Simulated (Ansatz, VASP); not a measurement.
Pb: VASP beside Ansatz

The input INCAR:

```
ALGO     = Normal         # electronic algorithm
EDIFF    = 1E-6           # SCF threshold, eV
ENCUT    = 520            # plane-wave cutoff, eV
GGA      = PE             # functional
ISIF     = 2              # what is computed and relaxed
ISMEAR   = 0              # smearing method
LASPH    = T              # aspherical terms in the spheres
LCHARG   = F              # write CHGCAR
LREAL    = F              # projectors in reciprocal space
LWAVE    = F              # write WAVECAR
NBANDS   = 13             # bands
NELM     = 60             # most SCF steps
PREC     = Accurate       # precision mode
SIGMA    = 0.15           # smearing width, eV
```

KPOINTS

```
k-points
0
Gamma
  16 16 16
```

The input POSCAR:

```
Pb
1.0
    0.0000000000      2.2722160000      2.6673840000
    2.2722160000      0.0000000000      2.6673840000
    2.2722160000      2.2722160000      0.0000000000
Pb
1
Direct
    0.0000000000      0.0000000000      0.0000000000
```

Input for Ansatz:

```yaml
crystal:
  lattice:
    - [0.0, 2.272216, 2.667384]
    - [2.272216, 0.0, 2.667384]
    - [2.272216, 2.272216, 0.0]
  atoms:
    - { symbol: Pb, position: [0.0, 0.0, 0.0] }
basis:
  ecutwfc: 420
kpoints:
  mp_grid: { grid: [16, 16, 16] }
hamiltonian:
  xc: pbe
scf:
  occupations: { method: gaussian, width: 0.15 }
output:
  forces: true
  stress: true
  eigenvalues: true
```

Change from the starting cell: strain -0.080 along x and y, +0.080 along z, atoms carried along.

Alike in both runs: task single point; functional PBE; k mesh 16 × 16 × 16; occupations gaussian, width 0.15 eV; no spin polarisation.

|  | VASP | Ansatz |
| --- | --- | --- |
| version | VASP 6.6.1 | Ansatz 0.2.0 |
| potentials or method | VASP PAW PBE potentials, release 64 (Pb_d), cutoff 520 eV | scalar-relativistic, plane waves, PAW |
| valence electrons in the cell | 14 | 14 |

```tsv
	VASP	Ansatz	Ansatz less VASP
gap on the k mesh at the Fermi level (eV)	none	none	-
pressure (GPa)	8.8	8.9	+0.08
traceless stress, the component that is largest in VASP (GPa)	-2.79	-2.79	+0.001
```

A gap of «none» marks a metal or a gap that the smearing closes.

Spin-orbit coupling is off throughout.
